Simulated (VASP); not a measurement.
# B17HN18 (a cell with a defect): electric field gradients with PBE

B17HN18 (a cell with a defect):

```
CELL_PARAMETERS angstrom
7.46503 0.00000 0.00000
-3.73252 6.46491 0.00000
0.00000 0.00000 6.49548
ATOMIC_POSITIONS crystal
B 0.12532 0.20712 0.25029
B 0.20780 0.12490 0.74966
B 0.12516 0.54007 0.24969
B 0.21100 0.45939 0.75013
B 0.12511 0.87379 0.24999
B 0.20807 0.79295 0.74936
B 0.45850 0.20726 0.25077
B 0.53971 0.12471 0.74999
B 0.45871 0.54029 0.24998
B 0.45873 0.87364 0.24992
B 0.54333 0.79372 0.75078
B 0.79188 0.20716 0.24974
B 0.87617 0.12960 0.74841
B 0.79166 0.54014 0.24984
B 0.87240 0.46095 0.74922
B 0.79168 0.87350 0.24938
B 0.87539 0.79433 0.74909
N 0.09761 0.23672 0.74835
N 0.23575 0.09620 0.25112
N 0.09699 0.56973 0.74908
N 0.23590 0.42951 0.25009
N 0.09732 0.90314 0.74867
N 0.23596 0.76293 0.24974
N 0.42442 0.22552 0.75208
N 0.56922 0.09632 0.25026
N 0.42731 0.57970 0.75445
N 0.56922 0.42957 0.25098
N 0.43062 0.90297 0.74943
N 0.56942 0.76309 0.24959
N 0.76373 0.23820 0.74895
N 0.90249 0.09622 0.24939
N 0.76912 0.57679 0.75053
N 0.90262 0.42959 0.24960
N 0.76671 0.90730 0.74916
N 0.90264 0.76299 0.24901
H 0.51008 0.38556 0.75327
```

* Program: VASP 6.6.1
* Task: electric field gradients
* Functional: PBE
* Potentials or basis: VASP PAW PBE potentials, release 64 (B, N, H)
* Cutoff: 520 eV
* k mesh: 1 × 1 × 1, shifted
* Occupations: fermi-dirac, width 0.01 eV
* Spin: collinear spin
* Fixed moment: 2 μB
* Dipole correction: no
* Further INCAR settings: LREAL = Auto; ALGO = Normal; EDIFF = 1e-08; NBANDS = 99

The pressure is 10.3 GPa and the largest force is 0.434 eV/Å. The net moment is 2.00 μB per cell. The site moments are B -0.00, +0.00, +0.01, -0.01 (each value once); N +0.05, +0.01, +0.08, +0.04, +0.02, +0.48, +0.03, +0.07, +0.47, +0.00, +0.10 (each value once); H +0.01 μB, the largest electric field gradient by atom is B +35.0, +34.5, +35.2, +32.8, +35.1, +35.3, +34.3, +35.4, +33.8, +33.0 (each value once); N +5.5, +2.5, -7.0, +2.6, +4.2, +4.1, +7.7, +4.7, +42.7, +6.0, -4.1, +3.7, +11.9, +3.8, +40.2, +2.2, +16.1, +2.9; H +27.1 V/Å² and the valence electrons inside the program's atomic spheres are B 2.21, 2.26, 2.23, 2.20, 2.25, 2.27 (each value once); N 4.04, 4.01, 4.07, 3.88, 4.03, 3.85, 4.02 (each value once); H 0.70.

Forces in eV/Å, atoms in the order of the input:
```
B   -0.162  0.097 -0.003
B    0.110 -0.107  0.021
B   -0.175  0.143  0.000
B   -0.081 -0.251 -0.008
B   -0.162  0.108 -0.003
B    0.265 -0.301 -0.011
B   -0.234  0.057  0.007
B    0.080 -0.169  0.004
B   -0.250  0.112 -0.006
B   -0.255  0.093 -0.001
B    0.233  0.079 -0.074
B   -0.177  0.104  0.001
B    0.234 -0.188 -0.019
B   -0.166  0.162 -0.012
B    0.197 -0.148 -0.080
B   -0.138  0.108 -0.005
B   -0.096 -0.100 -0.143
N   -0.123  0.252  0.004
N    0.193 -0.077 -0.021
N   -0.257  0.230  0.064
N    0.199 -0.083  0.003
N   -0.154  0.046  0.029
N    0.195 -0.087  0.003
N    0.091  0.098 -0.048
N    0.205 -0.087 -0.009
N   -0.058  0.049  0.069
N    0.205 -0.099  0.011
N   -0.182  0.092  0.000
N    0.191 -0.129  0.013
N   -0.189  0.079 -0.013
N    0.163 -0.090  0.009
N    0.312  0.253  0.162
N    0.167 -0.120  0.003
N   -0.224  0.086  0.009
N    0.153 -0.121  0.020
H   -0.109 -0.093  0.023
```

Stress tensor (GPa, compression positive):
```
12.08  0.37  0.00
 0.37 15.61 -0.02
 0.00 -0.02  3.15
```

Electric field gradients, principal values (V/Å²):
| atom | least | middle | greatest (by size) |
| --- | --- | --- | --- |
| 1 B | -16.925 | -18.110 | 35.035 |
| 2 B | -14.987 | -19.508 | 34.496 |
| 3 B | -16.963 | -18.261 | 35.224 |
| 4 B | -13.381 | -19.381 | 32.763 |
| 5 B | -17.329 | -17.794 | 35.123 |
| 6 B | -16.404 | -18.101 | 34.506 |
| 7 B | -17.399 | -17.856 | 35.255 |
| 8 B | -13.922 | -20.393 | 34.316 |
| 9 B | -17.068 | -18.311 | 35.379 |
| 10 B | -16.924 | -18.195 | 35.118 |
| 11 B | -14.099 | -19.688 | 33.787 |
| 12 B | -17.109 | -17.883 | 34.992 |
| 13 B | -16.669 | -18.314 | 34.983 |
| 14 B | -17.240 | -18.115 | 35.355 |
| 15 B | -14.033 | -18.965 | 32.998 |
| 16 B | -16.963 | -18.001 | 34.964 |
| 17 B | -15.366 | -19.140 | 34.506 |
| 18 N | -2.579 | -2.939 | 5.517 |
| 19 N | -1.187 | -1.262 | 2.450 |
| 20 N | 2.499 | 4.516 | -7.015 |
| 21 N | -1.245 | -1.394 | 2.639 |
| 22 N | -0.804 | -3.360 | 4.164 |
| 23 N | -2.015 | -2.095 | 4.110 |
| 24 N | -3.711 | -3.987 | 7.698 |
| 25 N | -2.275 | -2.438 | 4.713 |
| 26 N | -14.298 | -28.448 | 42.746 |
| 27 N | -2.873 | -3.165 | 6.039 |
| 28 N | 0.636 | 3.501 | -4.137 |
| 29 N | -1.720 | -2.026 | 3.746 |
| 30 N | -5.365 | -6.563 | 11.928 |
| 31 N | -1.785 | -2.014 | 3.798 |
| 32 N | -10.670 | -29.526 | 40.196 |
| 33 N | -1.044 | -1.126 | 2.169 |
| 34 N | -5.460 | -10.603 | 16.063 |
| 35 N | -1.311 | -1.613 | 2.924 |
| 36 H | -11.824 | -15.242 | 27.066 |

Wall time 18 min on 1 thread of Intel(R) Xeon(R) Platinum 8488C (Sapphire Rapids), on a shared host, peak memory 0.63 GiB.

Caveat: the k points lie up to 0.49 Å⁻¹ apart; without QUAD_EFG the Cq values of the log hold for a quadrupole moment of 1 mb, not for the nuclei; the total moment is fixed, so each spin has its own Fermi level and the state may be an excited one.
